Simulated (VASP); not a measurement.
# BeS (zincblende type) (F-43m) in VASP: notebook, part 3 of 3

VASP 6.6.1.

**4. Electric field gradients, PBE**

This run uses another cell than the first one, of 14.48 Å³/atom, 1.042 times its volume.

Input file INCAR:

```
SYSTEM = BeS
PREC = Accurate
ENCUT = 520
EDIFF = 1E-8
ISMEAR = -1
SIGMA = 0.05
LREAL = .False.
LASPH = .True.
NELM = 60
ALGO = Normal
ISIF = 2
LWAVE = .False.
LCHARG = .False.
GGA = PE
LEFG = .True.
NBANDS = 11
```

Input file KPOINTS:

```
regular mesh
0
Gamma
  12 12 12
  0 0 0
```

Input file POSCAR:

```
BeS
1.0
    0.0000000000      2.4376528955      2.4376528955
    2.4376528955      0.0000000000      2.4376528955
    2.4376528955      2.4376528955      0.0000000000
Be S
1 1
Direct
    0.0000000000      0.0000000000      0.0000000000
    0.2500000000      0.2500000000      0.2500000000
```

Potentials or basis: VASP PAW PBE potentials, release 64 (Be, S).

Launch:

```
$ cat potpaw_PBE.64/Be/POTCAR potpaw_PBE.64/S/POTCAR > POTCAR
$ mpirun -np 1 vasp_std > vasp.out
```

OUTCAR:

```text
SYSTEM = BeS
   PREC = Accurate
   ENCUT = 520
   EDIFF = 1E-8
   ISMEAR = -1
   LREAL = .False.
   LASPH = .True.
   NELM = 60
   ISIF = 2
   GGA = PE

 ion  position               nearest neighbor table
   1  0.000  0.000  0.000-   2 2.11   2 2.11   2 2.11   2 2.11
   2  0.250  0.250  0.250-   1 2.11   1 2.11   1 2.11   1 2.11

  LATTYP: Found a face centered cubic cell.
 ALAT       =     4.8753057910

  Lattice vectors:

 A1 = (   0.0000000000,   2.4376528955,   2.4376528955)
 A2 = (   2.4376528955,   0.0000000000,   2.4376528955)
 A3 = (   2.4376528955,   2.4376528955,   0.0000000000)

Analysis of symmetry for initial positions (statically):
=====================================================================
 Subroutine PRICEL returns:
 Original cell was already a primitive cell.

 Routine SETGRP: Setting up the symmetry group for a
 face centered cubic supercell.

 Subroutine GETGRP returns: Found 24 space group operations
 (whereof 24 operations were pure point group operations)
 out of a pool of 48 trial point group operations.

The static configuration has the point symmetry T_d .

Analysis of symmetry for dynamics (positions and initial velocities):
=====================================================================
 Subroutine PRICEL returns:
 Original cell was already a primitive cell.

 Routine SETGRP: Setting up the symmetry group for a
 face centered cubic supercell.

 Subroutine GETGRP returns: Found 24 space group operations
 (whereof 24 operations were pure point group operations)
 out of a pool of 48 trial point group operations.

The dynamic configuration has the point symmetry T_d .

[... 162 lines left out ...]
      8       9.7688      0.00000
      9      16.7976      0.00000
     10      16.7976      0.00000
     11      18.7658      0.00000
[... 309 lines left out ...]
 k-point    24 :      -0.4167    0.1667    0.0000
  band No.  band energies     occupation
      1      -7.8547      2.00000
      2      -1.3221      2.00000
      3       1.7043      2.00000
      4       2.6710      2.00000
      5       9.6195      0.00000
      6      11.3162      0.00000
      7      11.6268      0.00000
      8      14.8625      0.00000
      9      16.7937      0.00000
     10      17.3563      0.00000
     11      20.4399      0.00000

 [... further k-points ...]
[... 5 lines left out ...]
  --------------------------------------------------------------------------------------
  -------------------------------------------------------------------------------------
  Total        0.0098756      0.0098756      0.0098756      0.0000000     -0.0000000     -0.0000000
  in kB        0.5461684      0.5461684      0.5461684      0.0000000     -0.0000000     -0.0000000
  external PRESSURE =       0.5461684 kB  Pullay stress =       0.0000000 kB

 VOLUME and BASIS-vectors are now :
 -----------------------------------------------------------------------------
  energy-cutoff  :      520.00
  volume of cell :       28.97
      direct lattice vectors                 reciprocal lattice vectors
     0.000000000  2.437652895  2.437652895    -0.205115339  0.205115339  0.205115339
     2.437652895  0.000000000  2.437652895     0.205115339 -0.205115339  0.205115339
     2.437652895  2.437652895  0.000000000     0.205115339  0.205115339 -0.205115339

 POSITION                                       TOTAL-FORCE (eV/Angst)
 -----------------------------------------------------------------------------------
      0.00000      0.00000      0.00000        -0.000000     -0.000000     -0.000000
      1.21883      1.21883      1.21883         0.000000      0.000000      0.000000
 -----------------------------------------------------------------------------------
    total drift:                               -0.000000     -0.000000      0.000000

  FREE ENERGIE OF THE ION-ELECTRON SYSTEM (eV)
  ---------------------------------------------------
  free  energy   TOTEN  =       -10.0135191519 eV

  energy  without entropy=      -10.0135191519  energy(sigma->0) =      -10.01351915

 Electric field gradients (V/A^2)
---------------------------------------------------------------------
 ion       V_xx      V_yy      V_zz      V_xy      V_xz      V_yz
---------------------------------------------------------------------
   1      -0.000     0.000    -0.000    -0.000    -0.000    -0.000
   2       0.000     0.000     0.000     0.000     0.000     0.000
---------------------------------------------------------------------

 Electric field gradients after diagonalization (V/A^2)
 (convention: |V_zz| > |V_xx| > |V_yy|)
----------------------------------------------------------------------
 ion       V_xx      V_yy      V_zz     asymmetry (V_yy - V_xx)/ V_zz
----------------------------------------------------------------------
   1       0.000     0.000    -0.000       0.000
   2      -0.000    -0.000     0.001       0.000
----------------------------------------------------------------------

           NMR quadrupolar parameters

 Cq : quadrupolar parameter    Cq=e*Q*V_zz/h
 eta: asymmetry parameters     (V_yy - V_xx)/ V_zz
 Q  : nuclear electric quadrupole moment in mb (millibarn)
----------------------------------------------------------------------
 ion       Cq(MHz)       eta       Q (mb)
----------------------------------------------------------------------
   1      -0.000       0.000       1.000
   2       0.000       0.000       1.000
----------------------------------------------------------------------
```

OSZICAR:

```text
N       E                     dE             d eps       ncg     rms          rms(c)
DAV:   1     0.215793436159E+02    0.21579E+02   -0.38836E+03  1584   0.627E+02
DAV:   2    -0.891507617906E+01   -0.30494E+02   -0.29413E+02  2044   0.116E+02
DAV:   3    -0.101725000524E+02   -0.12574E+01   -0.12549E+01  2104   0.239E+01
DAV:   4    -0.101803181603E+02   -0.78181E-02   -0.78165E-02  1920   0.213E+00
DAV:   5    -0.101803876433E+02   -0.69483E-04   -0.69482E-04  2065   0.199E-01    0.555E+00
DAV:   6    -0.100502778932E+02    0.13011E+00   -0.11889E-01  1834   0.163E+00    0.378E+00
DAV:   7    -0.100121287972E+02    0.38149E-01   -0.11258E-01  1949   0.175E+00    0.101E+00
DAV:   8    -0.100133760628E+02   -0.12473E-02   -0.65093E-03  2075   0.409E-01    0.139E-01
DAV:   9    -0.100134671236E+02   -0.91061E-04   -0.50037E-04  1986   0.141E-01    0.275E-02
DAV:  10    -0.100135140015E+02   -0.46878E-04   -0.78003E-05  1883   0.502E-02    0.107E-02
DAV:  11    -0.100135187825E+02   -0.47810E-05   -0.16428E-05  1987   0.210E-02    0.885E-03
DAV:  12    -0.100135190649E+02   -0.28234E-06   -0.43554E-07  1922   0.460E-03    0.251E-03
DAV:  13    -0.100135192157E+02   -0.15079E-06   -0.11839E-07  1907   0.185E-03    0.312E-03
DAV:  14    -0.100135191579E+02    0.57756E-07   -0.11726E-08  1490   0.528E-04    0.569E-04
DAV:  15    -0.100135191519E+02    0.59968E-08   -0.13961E-09   936   0.232E-04
   1 F= -.10013519E+02 E0= -.10013519E+02  d E =-.791314E-10
```

stdout:

```text
POSCAR found type information on POSCAR BeS
 POSCAR found :  2 types and       2 ions
 scaLAPACK will be used
 LDA part: xc-table for (Slater+PW92), standard interpolation
 POSCAR, INCAR and KPOINTS ok, starting setup
 FFT: planning ... GRIDC
 FFT: planning ... GRID_SOFT
 FFT: planning ... GRID
 WAVECAR not read
 entering main loop
ion   1

ion   2
```

Wall time 20 s (1 thread of Intel Xeon Platinum 8559C (Emerald Rapids), shared host); peak memory 0.15 GiB.

What came out:

- Free energy: -10.0135 eV
- Pressure: 0.1 GPa
- Band gap on the k mesh: 3.15 eV, indirect (least direct gap 5.68 eV)

Caveat: without QUAD_EFG the Cq values of the log hold for a quadrupole moment of 1 mb, not for the nuclei.

**5. Electric field gradients, PBE (volume scaled by 0.98)**

Input file INCAR:

```
SYSTEM = BeS
ALGO = Normal
EDIFF = 1E-8
ENCUT = 520
GGA = PE
ISIF = 2
ISMEAR = -1
LASPH = .True.
LCHARG = .False.
LEFG = .True.
LREAL = .False.
LWAVE = .False.
NBANDS = 11
NELM = 80
PREC = Accurate
SIGMA = 0.05
```

Input file KPOINTS:

```
k-points
0
Gamma
  12 12 12
  0 0 0
```

Input file POSCAR:

```
BeS
1.0
    0.0000000000      2.4212923160      2.4212923160
    2.4212923160      0.0000000000      2.4212923160
    2.4212923160      2.4212923160      0.0000000000
Be S
1 1
Direct
    0.0000000000      0.0000000000      0.0000000000
    0.2500000000      0.2500000000      0.2500000000
```

Potentials or basis: VASP PAW PBE potentials, release 64 (Be, S).

Launch:

```
$ cat potpaw_PBE.64/Be/POTCAR potpaw_PBE.64/S/POTCAR > POTCAR
$ mpirun -np 1 vasp_std > vasp.out
```

OUTCAR:

```text
SYSTEM = BeS
   EDIFF = 1E-8
   ENCUT = 520
   GGA = PE
   ISIF = 2
   ISMEAR = -1
   LASPH = .True.
   LREAL = .False.
   NELM = 80
   PREC = Accurate

 ion  position               nearest neighbor table
   1  0.000  0.000  0.000-   2 2.10   2 2.10   2 2.10   2 2.10
   2  0.250  0.250  0.250-   1 2.10   1 2.10   1 2.10   1 2.10

  LATTYP: Found a face centered cubic cell.
 ALAT       =     4.8425846320

  Lattice vectors:

 A1 = (   0.0000000000,   2.4212923160,   2.4212923160)
 A2 = (   2.4212923160,   0.0000000000,   2.4212923160)
[... 548 lines left out ...]
  ---------------------------------------------------
  free  energy   TOTEN  =       -10.0097002046 eV

  energy  without entropy=      -10.0097002046  energy(sigma->0) =      -10.00970020

 Electric field gradients (V/A^2)
---------------------------------------------------------------------
 ion       V_xx      V_yy      V_zz      V_xy      V_xz      V_yz
---------------------------------------------------------------------
   1       0.000    -0.000     0.000    -0.000    -0.000    -0.000
   2      -0.000    -0.000     0.000     0.000     0.000     0.000
---------------------------------------------------------------------

 Electric field gradients after diagonalization (V/A^2)
 (convention: |V_zz| > |V_xx| > |V_yy|)
----------------------------------------------------------------------
 ion       V_xx      V_yy      V_zz     asymmetry (V_yy - V_xx)/ V_zz
----------------------------------------------------------------------
   1       0.000     0.000    -0.000       0.000
   2      -0.000    -0.000     0.001       0.000
----------------------------------------------------------------------

           NMR quadrupolar parameters

 Cq : quadrupolar parameter    Cq=e*Q*V_zz/h
 eta: asymmetry parameters     (V_yy - V_xx)/ V_zz
 Q  : nuclear electric quadrupole moment in mb (millibarn)
----------------------------------------------------------------------
 ion       Cq(MHz)       eta       Q (mb)
----------------------------------------------------------------------
   1      -0.000       0.000       1.000
   2       0.000       0.000       1.000
----------------------------------------------------------------------
```

stdout:

```text
POSCAR found type information on POSCAR BeS
 POSCAR found :  2 types and       2 ions
 scaLAPACK will be used
 LDA part: xc-table for (Slater+PW92), standard interpolation
 POSCAR, INCAR and KPOINTS ok, starting setup
 FFT: planning ... GRIDC
 FFT: planning ... GRID_SOFT
 FFT: planning ... GRID
 WAVECAR not read
 entering main loop
ion   1

ion   2
```

Wall time 21 s (1 thread of Intel Xeon Platinum 8559C (Emerald Rapids), shared host); peak memory 0.15 GiB.

Results:

```
Free energy            : -10.0097 eV
Pressure               : 2.0 GPa
Band gap on the k mesh : 3.10 eV, indirect (least direct gap 5.67 eV)
```

Caveat: the cell differs from its parent crystal (volume scaled by 0.98); without QUAD_EFG the Cq values of the log hold for a quadrupole moment of 1 mb, not for the nuclei. A k mesh can miss the band edges.

**6. The runs side by side**

| cell | gap on the mesh (eV) | pressure (GPa) |
| --- | --- | --- |
| a = 3.401 Å, angles 60.0°, 2 atoms | 3.05 | 4.2 |
| a = 3.447 Å, angles 60.0°, 2 atoms | 3.15 | 0.1 |
| a = 3.424 Å, angles 60.0°, 2 atoms | 3.10 | 2.0 |

Alike in all rows: task electric field gradients; level PBE; potentials or basis VASP PAW PBE potentials, release 64 (Be, S); no spin polarisation; k mesh 12 × 12 × 12; cutoff (eV) 520; smearing fermi-dirac 0.05 eV.

Absolute energies hang on the potentials; compare differences alone.
